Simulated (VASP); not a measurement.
# KBr (I4/mmm) in VASP: notebook

The runs below take KBr through single point, with PBEsol.

Program: VASP 6.6.1. These are calculated values, not measurements. Logs are shortened: lines on timing, memory, paths and dates and some standing lists are left out, and cuts for length are marked.

## (1) The cell of the first run

The structure is tetragonal, space group I4/mmm (No. 139). The conventional cell has a = 4.817 Å, b = 4.817 Å, c = 6.288 Å, α = 90.00°, β = 90.00°, γ = 90.00°. K (site symmetry 4/mmm) has 6 Br at 3.14 to 3.41 Å within 4.1 Å. Within 4.1 Å of Br (site symmetry 4/mmm) lie 6 K at 3.14 to 3.41 Å.

## (2) Single point, PBEsol (strain +0.040 along x and y, -0.040 along z)

Contents of INCAR:

```
PREC = Accurate
ENCUT = 520
EDIFF = 1E-6
ISMEAR = 0
SIGMA = 0.05
LREAL = F
LASPH = T
NELM = 60
ALGO = Normal
ISIF = 2
LWAVE = F
LCHARG = F
GGA = PS
NBANDS = 15
```

Contents of KPOINTS:

```
regular mesh
0
Gamma
  6 6 6
```

Contents of POSCAR:

```
KBr
1.0
    0.0000000000      3.4058737286      3.1438834418
    3.4058737286      0.0000000000      3.1438834418
    3.4058737286      3.4058737286      0.0000000000
K Br
1 1
Direct
    0.0000000000      0.0000000000      0.0000000000
    0.5000000000      0.5000000000      0.5000000000
```

Potentials or basis: VASP PAW PBE potentials, release 64 (K_sv, Br).

Launch:

```
$ cat potpaw_PBE.64/K_sv/POTCAR potpaw_PBE.64/Br/POTCAR > POTCAR
$ mpirun -np 1 vasp_std > vasp.out
```

OUTCAR:

```text
PREC = Accurate
   ENCUT = 520
   EDIFF = 1E-6
   ISMEAR = 0
   LREAL = F
   LASPH = T
   NELM = 60
   ISIF = 2
   GGA = PS

 ion  position               nearest neighbor table
   1  0.000  0.000  0.000-   2 3.14   2 3.14
   2  0.500  0.500  0.500-   1 3.14   1 3.14

  LATTYP: Found a body centered tetragonal cell.
 ALAT       =     4.8166328187
 C/A-ratio  =     1.3054279037

  Lattice vectors:

 A1 = (   0.0000000000,  -3.4058737286,  -3.1438834418)
 A2 = (   0.0000000000,   3.4058737286,  -3.1438834418)
 A3 = (   3.4058737286,   0.0000000000,   3.1438834418)

Analysis of symmetry for initial positions (statically):
=====================================================================
 Subroutine PRICEL returns:
 Original cell was already a primitive cell.

 Routine SETGRP: Setting up the symmetry group for a
 body centered tetragonal supercell.

 Subroutine GETGRP returns: Found 16 space group operations
 (whereof 16 operations were pure point group operations)
 out of a pool of 16 trial point group operations.

The static configuration has the point symmetry D_4h.

Analysis of symmetry for dynamics (positions and initial velocities):
=====================================================================
 Subroutine PRICEL returns:
 Original cell was already a primitive cell.

 Routine SETGRP: Setting up the symmetry group for a
 body centered tetragonal supercell.

 Subroutine GETGRP returns: Found 16 space group operations
 (whereof 16 operations were pure point group operations)
 out of a pool of 16 trial point group operations.

The dynamic configuration has the point symmetry D_4h.

 Subroutine INISYM returns: Found 16 space group operations
 (whereof 16 operations are pure point group operations),
 and found     1 'primitive' translations

----------------------------------------------------------------------------------------

                                     Primitive cell

  volume of cell :      72.9379

  direct lattice vectors                    reciprocal lattice vectors
     0.000000000  3.405873729  3.143883442    -0.146805208  0.146805208  0.159038975
     3.405873729  0.000000000  3.143883442     0.146805208 -0.146805208  0.159038975
     3.405873729  3.405873729  0.000000000     0.146805208  0.146805208 -0.159038975

  length of vectors
     4.635081332  4.635081332  4.816632819     0.261528074  0.261528074  0.261528074

  position of ions in fractional coordinates (direct lattice)
     0.000000000  0.000000000  0.000000000
     0.500000000  0.500000000  0.500000000

  ion indices of the primitive-cell ions
   primitive index   ion index
                 1           1
                 2           2

----------------------------------------------------------------------------------------

 KPOINTS: regular mesh

Automatic generation of k-mesh.
 Grid dimensions read from file:
 generate k-points for:    6    6    6

 Generating k-lattice:

  Cartesian coordinates                     Fractional coordinates (reciprocal lattice)
    -0.024467535  0.024467535  0.026506496     0.166666667  0.000000000  0.000000000
     0.024467535 -0.024467535  0.026506496     0.000000000  0.166666667  0.000000000
     0.024467535  0.024467535 -0.026506496     0.000000000  0.000000000  0.166666667

  Length of vectors
     0.043588012  0.043588012  0.043588012

  Shift w.r.t. Gamma in fractional coordinates (k-lattice)
     0.000000000  0.000000000  0.000000000

 Subroutine IBZKPT returns following result:
 ===========================================

 Found     30 irreducible k-points:

 Following reciprocal coordinates:
            Coordinates               Weight
  0.000000  0.000000  0.000000      1.000000
  0.166667 -0.000000  0.000000      8.000000
  0.333333 -0.000000  0.000000      8.000000
  0.500000  0.000000  0.000000      4.000000
  0.166667  0.166667  0.000000      2.000000
  0.333333  0.166667  0.000000      8.000000
[... 16 lines left out ...]
  0.333333  0.000000  0.333333      4.000000
  0.500000  0.000000  0.333333     16.000000
 [... further k-points ...]
   k-points           NKPTS =     30   k-points in BZ     NKDIM =     30   number of bands    NBANDS=     15
   number of dos      NEDOS =    301   number of ions     NIONS =      2
   total plane-waves  NPLWV =  46656
   dimension x,y,z NGX =    36 NGY =   36 NGZ =   36
   dimension x,y,z NGXF=    72 NGYF=   72 NGZF=   72
   ions per type =               1   1
   NGX,Y,Z   is equivalent  to a cutoff of  12.91, 12.91, 12.43 a.u.
   NGXF,Y,Z  is equivalent  to a cutoff of  25.82, 25.82, 24.85 a.u.
 SYSTEM =  unknown system
   PREC   = accura    normal or accurate (medium, high low for compatibility)
   ISTART =      0    job   : 0-new  1-cont  2-samecut
   ICHARG =      2    charge: 1-file 2-atom 10-const
   ISPIN  =      1    spin polarized calculation?
   LNONCOLLINEAR =      F non collinear calculations
   LSORBIT =      F    spin-orbit coupling
   LASPH  =      T    aspherical Exc in radial PAW
   ENCUT  =  520.0 eV  38.22 Ry    6.18 a.u.   8.62  8.62  8.96*2*pi/ulx,y,z
   NELM   =     60;   NELMIN=  2; NELMDL= -5     # of ELM steps
   EDIFF  = 0.1E-05   stopping-criterion for ELM
   LREAL  =      F    real-space projection
[... 7 lines left out ...]
   TEBEG  =    0.0;   TEEND  =   0.0 temperature during run
   PSTRESS=    0.0 pullay stress
   NELECT =      16.0000    total number of electrons
   NUPDOWN=      -1.0000    fix difference up-down
   EMIN   =  10.00;   EMAX   =-10.00  energy-range for DOS
   EFERMI =   0.00;   METHOD = LEGACY
   ISMEAR =     0;   SIGMA  =   0.05  broadening in eV -4-tet -1-fermi 0-gaus
   EFERMI_NEDOS =   21; number of points for ismear=-14 and -15
   IALGO  =     38    algorithm
   IMIX   =      4    mixing-type and parameters
     AMIX     =   0.40;   BMIX     =  1.00
     AMIX_MAG =   1.60;   BMIX_MAG =  1.00
  volume/ion in A,a.u.               =      36.47       246.10
  Fermi-wavevector in a.u.,A,eV,Ry     =   0.987333  1.865789 13.263319  0.974826
  Thomas-Fermi vector in A             =   2.118779
   LORBIT       =      0    0 simple, 1 ext, 2 COOP (PROOUT), +10 PAW based schemes
   GGA     = PS    functional components
   LHFCALC =     F    Hartree Fock is set to
   AEXX    =    0.0000 exact exchange contribution
   IVDW    =     0    specifies the selected vdW correction
   LEPSILON=     F    determine dielectric tensor
   LRPA    =     F    only Hartree local field effects (RPA)
 non-spin polarized calculation
 Gauss-broadening in eV      SIGMA  =   0.05
  energy-cutoff  :      520.00
  volume of cell :       72.94
 maximum number of plane-waves:      2000
 NGX is ok and might be reduce to    36
   NGX = 17   NGY = 17   NGZ = 17

 number of electron      15.9999998 magnetization

 Free energy of the ion-electron system (eV)
  ---------------------------------------------------
  ext. energy  EPLUGINS =         0.00000000
  ---------------------------------------------------
  free energy    TOTEN  =        -6.42722167 eV

  energy without entropy =       -6.42722167  energy(sigma->0) =       -6.42722167

 E-fermi :  -1.6025     XC(G=0):  -7.4738

 val. band max:       -1.8533276211   @ k =   0.0000   0.0000   0.0000
 cond. band min:       2.3517560626   @ k =   0.0000   0.0000   0.0000
 fundamental gap:      4.2050836837
 Fermi energy:        -1.6024653059

 k-point     1 :       0.0000    0.0000    0.0000
  band No.  band energies     occupation
      1     -29.5119      2.00000
      2     -14.1788      2.00000
      3     -13.0659      2.00000
      4     -13.0544      2.00000
      5     -13.0544      2.00000
      6      -1.8939      2.00000
      7      -1.8939      2.00000
      8      -1.8533      2.00000
      9       2.3518      0.00000
     10       5.4947      0.00000
     11       5.4947      0.00000
     12       5.9994      0.00000
     13       6.2860      0.00000
     14       6.6981      0.00000
     15       9.5115      0.00000

 k-point     2 :       0.1667   -0.0000    0.0000
  band No.  band energies     occupation
      1     -29.5105      2.00000
      2     -14.2318      2.00000
      3     -13.0592      2.00000
      4     -13.0578      2.00000
      5     -12.9879      2.00000
      6      -2.2504      2.00000
      7      -1.9821      2.00000
      8      -1.9617      2.00000
      9       3.0001      0.00000
     10       5.4686      0.00000
     11       5.8344      0.00000
     12       6.1608      0.00000
     13       6.6239      0.00000
     14       7.0856      0.00000
     15      10.4186      0.00000

 k-point     3 :       0.3333   -0.0000    0.0000
  band No.  band energies     occupation
      1     -29.5077      2.00000
      2     -14.3227      2.00000
      3     -13.0645      2.00000
      4     -13.0602      2.00000
      5     -12.8548      2.00000
      6      -2.8297      2.00000
      7      -2.1469      2.00000
      8      -2.1362      2.00000
      9       4.1110      0.00000
     10       5.6940      0.00000
     11       6.7148      0.00000
     12       6.9572      0.00000
     13       7.4846      0.00000
     14       8.0485      0.00000
     15       9.3500      0.00000
[... 343 lines left out ...]
 k-point    23 :       0.3333    0.0000    0.3333
  band No.  band energies     occupation
      1     -29.5070      2.00000
      2     -14.1585      2.00000
      3     -13.0958      2.00000
      4     -13.0710      2.00000
      5     -13.0553      2.00000
      6      -2.6948      2.00000
      7      -2.0784      2.00000
      8      -2.0653      2.00000
      9       4.2101      0.00000
     10       4.4742      0.00000
     11       7.1770      0.00000
     12       7.3367      0.00000
     13       7.7762      0.00000
     14       8.0349      0.00000
     15       8.6869      0.00000

 k-point    24 :       0.5000    0.0000    0.3333
  band No.  band energies     occupation
      1     -29.5057      2.00000
      2     -14.1711      2.00000
      3     -13.1189      2.00000
      4     -13.0788      2.00000
      5     -13.0134      2.00000
      6      -2.7060      2.00000
      7      -2.3002      2.00000
      8      -2.1466      2.00000
      9       4.3491      0.00000
     10       5.3746      0.00000
     11       6.8033      0.00000
     12       7.6244      0.00000
     13       7.7257      0.00000
     14       8.5196      0.00000
     15       8.8459      0.00000

 [... further k-points ...]

------------------------ aborting loop because EDIFF is reached ----------------------------------------

  FORCE on cell =-STRESS in cart. coord.  units (eV):
  Direction    XX          YY          ZZ          XY          YZ          ZX
  --------------------------------------------------------------------------------------
  -------------------------------------------------------------------------------------
  Total       -0.4718520     -0.4718520      0.7002912      0.0000000     -0.0000000      0.0000000
  in kB      -10.3648468    -10.3648468     15.3828121      0.0000000     -0.0000000      0.0000000
  external PRESSURE =      -1.7822939 kB  Pullay stress =       0.0000000 kB

 VOLUME and BASIS-vectors are now :
 -----------------------------------------------------------------------------
  energy-cutoff  :      520.00
  volume of cell :       72.94
      direct lattice vectors                 reciprocal lattice vectors
     0.000000000  3.405873729  3.143883442    -0.146805208  0.146805208  0.159038975
     3.405873729  0.000000000  3.143883442     0.146805208 -0.146805208  0.159038975
     3.405873729  3.405873729  0.000000000     0.146805208  0.146805208 -0.159038975

 POSITION                                       TOTAL-FORCE (eV/Angst)
 -----------------------------------------------------------------------------------
      0.00000      0.00000      0.00000         0.000000      0.000000      0.000000
      3.40587      3.40587      3.14388         0.000000     -0.000000     -0.000000
 -----------------------------------------------------------------------------------
    total drift:                                0.000000      0.000000      0.000000

  FREE ENERGIE OF THE ION-ELECTRON SYSTEM (eV)
  ---------------------------------------------------
  free  energy   TOTEN  =        -6.4272216677 eV

  energy  without entropy=       -6.4272216677  energy(sigma->0) =       -6.42722167
```

Wall time 14 s (1 thread of Intel Xeon 6975P-C (Granite Rapids), shared host); peak memory 0.22 GiB.

Results:

| Property | Result |
| --- | --- |
| Free energy | -6.4272 eV |
| Pressure | -0.2 GPa |
| Band gap on the k mesh | 4.21 eV, direct |

Stress tensor (GPa, compression positive):
```
-1.04  0.00  0.00
 0.00 -1.04  0.00
 0.00  0.00  1.54
```

Caveat: the cell differs from its parent crystal (strain +0.040 along x and y, -0.040 along z); the PAW data sets were made with another functional, which shifts forces and pressure a little.

## (3) Single point, PBEsol (strain +0.000 along x and y, +0.080 along z)

Contents of INCAR:

```
SYSTEM = KBr
PREC = Accurate
ENCUT = 520
EDIFF = 1E-6
ISMEAR = 0
SIGMA = 0.05
LREAL = .FALSE.
LASPH = .TRUE.
NELM = 80
ALGO = Normal
ISIF = 2
LWAVE = .FALSE.
LCHARG = .FALSE.
GGA = PS
NBANDS = 15
```

Contents of KPOINTS:

```
Automatic mesh
0
G
  6 6 6
  0 0 0
```

Contents of POSCAR:

```
KBr
1.0
    0.0000000000      3.2748785852      3.5368688720
    3.2748785852      0.0000000000      3.5368688720
    3.2748785852      3.2748785852      0.0000000000
K Br
1 1
Direct
    0.0000000000      0.0000000000      0.0000000000
    0.5000000000      0.5000000000      0.5000000000
```

Potentials or basis: VASP PAW PBE potentials, release 64 (K_sv, Br).

Launch:

```
$ cat potpaw_PBE.64/K_sv/POTCAR potpaw_PBE.64/Br/POTCAR > POTCAR
$ mpirun -np 1 vasp_std > vasp.out
```

OUTCAR:

```text
SYSTEM = KBr
   PREC = Accurate
   ENCUT = 520
   EDIFF = 1E-6
   ISMEAR = 0
   LREAL = .FALSE.
   LASPH = .TRUE.
   NELM = 80
   ISIF = 2
   GGA = PS

 ion  position               nearest neighbor table
   1  0.000  0.000  0.000-   2 3.27   2 3.27   2 3.27   2 3.27
   2  0.500  0.500  0.500-   1 3.27   1 3.27   1 3.27   1 3.27

  LATTYP: Found a body centered tetragonal cell.
 ALAT       =     4.6313777103
 C/A-ratio  =     1.5273506474

  Lattice vectors:

 A1 = (  -3.2748785852,   0.0000000000,   3.5368688720)
 A2 = (   3.2748785852,   0.0000000000,   3.5368688720)
 A3 = (   0.0000000000,   3.2748785852,  -3.5368688720)

Analysis of symmetry for initial positions (statically):
=====================================================================
 Subroutine PRICEL returns:
 Original cell was already a primitive cell.

 Routine SETGRP: Setting up the symmetry group for a
 body centered tetragonal supercell.

 Subroutine GETGRP returns: Found 16 space group operations
 (whereof 16 operations were pure point group operations)
 out of a pool of 16 trial point group operations.

The static configuration has the point symmetry D_4h.

[... 176 lines left out ...]
      8      -2.0217      2.00000
      9       2.1228      0.00000
     10       5.1966      0.00000
     11       5.6644      0.00000
     12       5.6644      0.00000
     13       6.1609      0.00000
     14       6.4541      0.00000
[... 401 lines left out ...]
      2     -14.2653      2.00000
      3     -13.3343      2.00000
      4     -13.3149      2.00000
      5     -13.2544      2.00000
      6      -2.7862      2.00000
      7      -2.4462      2.00000
      8      -2.3202      2.00000
      9       4.1528      0.00000
     10       5.0964      0.00000
     11       6.6493      0.00000
     12       7.4410      0.00000
     13       7.5635      0.00000
     14       8.2257      0.00000
     15       8.7749      0.00000

 [... further k-points ...]

------------------------ aborting loop because EDIFF is reached ----------------------------------------

  FORCE on cell =-STRESS in cart. coord.  units (eV):
  Direction    XX          YY          ZZ          XY          YZ          ZX
  --------------------------------------------------------------------------------------
  -------------------------------------------------------------------------------------
  Total       -0.1324075     -0.1324075     -0.7686464      0.0000000      0.0000000      0.0000000
  in kB       -2.7963000     -2.7963000    -16.2329633      0.0000000      0.0000000      0.0000000
  external PRESSURE =      -7.2751878 kB  Pullay stress =       0.0000000 kB

 VOLUME and BASIS-vectors are now :
 -----------------------------------------------------------------------------
  energy-cutoff  :      520.00
  volume of cell :       75.86
      direct lattice vectors                 reciprocal lattice vectors
     0.000000000  3.274878585  3.536868872    -0.152677416  0.152677416  0.141367978
     3.274878585  0.000000000  3.536868872     0.152677416 -0.152677416  0.141367978
     3.274878585  3.274878585  0.000000000     0.152677416  0.152677416 -0.141367978

 POSITION                                       TOTAL-FORCE (eV/Angst)
 -----------------------------------------------------------------------------------
      0.00000      0.00000      0.00000        -0.000000     -0.000000      0.000000
      3.27488      3.27488      3.53687         0.000000      0.000000     -0.000000
 -----------------------------------------------------------------------------------
    total drift:                                0.000000      0.000000      0.000000

  FREE ENERGIE OF THE ION-ELECTRON SYSTEM (eV)
  ---------------------------------------------------
  free  energy   TOTEN  =        -6.4263074585 eV

  energy  without entropy=       -6.4263074585  energy(sigma->0) =       -6.42630746
```

stdout:

```text
POSCAR found type information on POSCAR K Br
 POSCAR found :  2 types and       2 ions
 scaLAPACK will be used
 -----------------------------------------------------------------------------
|                                                                             |
|                                                                             |
|     You enforced a specific xc type in the INCAR file but a different       |
|     I HOPE YOU KNOW WHAT YOU ARE DOING!                                     |
|                                                                             |
 -----------------------------------------------------------------------------

 LDA part: xc-table for (Slater+PW92), standard interpolation
 POSCAR, INCAR and KPOINTS ok, starting setup
 FFT: planning ... GRIDC
 FFT: planning ... GRID_SOFT
 FFT: planning ... GRID
 WAVECAR not read
 entering main loop
```

Wall time 18 s (1 thread of Intel Xeon 6975P-C (Granite Rapids), shared host); peak memory 0.22 GiB.

Results:

| Quantity | Value |
| --- | --- |
| Free energy | -6.4263 eV |
| Pressure | -0.7 GPa |
| Band gap on the k mesh | 4.14 eV, direct |

Stress tensor (GPa, compression positive):
```
-0.28  0.00  0.00
 0.00 -0.28  0.00
 0.00  0.00 -1.62
```

Caveat: the cell differs from its parent crystal (strain +0.000 along x and y, +0.080 along z); the PAW data sets were made with another functional, which shifts forces and pressure a little.

[end of part 1 of 2]
